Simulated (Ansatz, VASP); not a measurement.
Two plane-wave programs on MnB6

INCAR

```
SYSTEM = MnB6
ALGO = Normal
EDIFF = 1E-6
EDIFFG = -0.001
ENCUT = 600
GGA = PE
IBRION = 2
ISIF = 3
ISMEAR = 0
LASPH = .True.
LCHARG = .False.
LREAL = .False.
LWAVE = .False.
NELM = 80
NSW = 80
PREC = Accurate
SIGMA = 0.1
```

KPOINTS

```
k-points
0
Gamma
  8 8 8
  0 0 0
```

POSCAR

```
MnB6
1.0
    2.5417712266     -2.9226113313      0.0000000000
    2.5417712266      2.9226113313      0.0000000000
    0.0000000000      0.0000000000      3.6199658088
Mn B
1 6
Direct
    0.0000000000      0.0000000000      0.0000000000
    0.5000000000      0.0000000000      0.2538392667
    0.0000000000      0.5000000000      0.7461607333
    0.5000000000      0.0000000000      0.7461607333
    0.0000000000      0.5000000000      0.2538392667
    0.8015342534      0.8015342534      0.5000000000
    0.1984657466      0.1984657466      0.5000000000
```

Input for Ansatz:

```yaml
crystal:
  lattice:
    - [2.5417712266, -2.9226113313, 0.0]
    - [2.5417712266, 2.9226113313, 0.0]
    - [0.0, 0.0, 3.6199658088]
  atoms:
    - { symbol: Mn, position: [0.0, 0.0, 0.0] }
    - { symbol: B, position: [0.5, 0.0, 0.2538392667] }
    - { symbol: B, position: [0.0, 0.5, 0.7461607333] }
    - { symbol: B, position: [0.5, 0.0, 0.7461607333] }
    - { symbol: B, position: [0.0, 0.5, 0.2538392667] }
    - { symbol: B, position: [0.8015342534, 0.8015342534, 0.5] }
    - { symbol: B, position: [0.1984657466, 0.1984657466, 0.5] }
basis:
  ecutwfc: 420
kpoints:
  mp_grid: { grid: [8, 8, 8] }
hamiltonian:
  xc: pbe
scf:
  occupations: { method: gaussian, width: 0.1 }
output:
  forces: true
  stress: true
  eigenvalues: true
relax:
  adjacent_minimum: "off"
  f_tol: 0.001
  max_steps: 60
  cell: { stress_tol: 0.01 }
```

Alike in both runs: task relaxation of cell and atoms; functional PBE; k mesh 8 × 8 × 8; occupations gaussian, width 0.1 eV; no spin polarisation.

```csv
,VASP,Ansatz
version,VASP 6.6.1,Ansatz 0.2.0
potentials or method,"VASP PAW PBE potentials, release 64 (Mn_pv, B), cutoff 600 eV","scalar-relativistic, plane waves, PAW"
valence electrons in the cell,31,33
```

```tsv
	VASP	Ansatz	Ansatz less VASP
gap on the k mesh at the Fermi level, each at its own relaxed structure (eV)	none	none	-
relaxed volume (Å³/atom)	7.68	7.68	+0.001
relaxed cell length with the largest relative difference (Å)	3.873	3.873	+0.0001
```

A gap of «none» marks a metal or a gap that the smearing closes. VASP's potentials hold 31 valence electrons a cell and Ansatz's 33, so a difference there can come from the potentials and not from the codes.
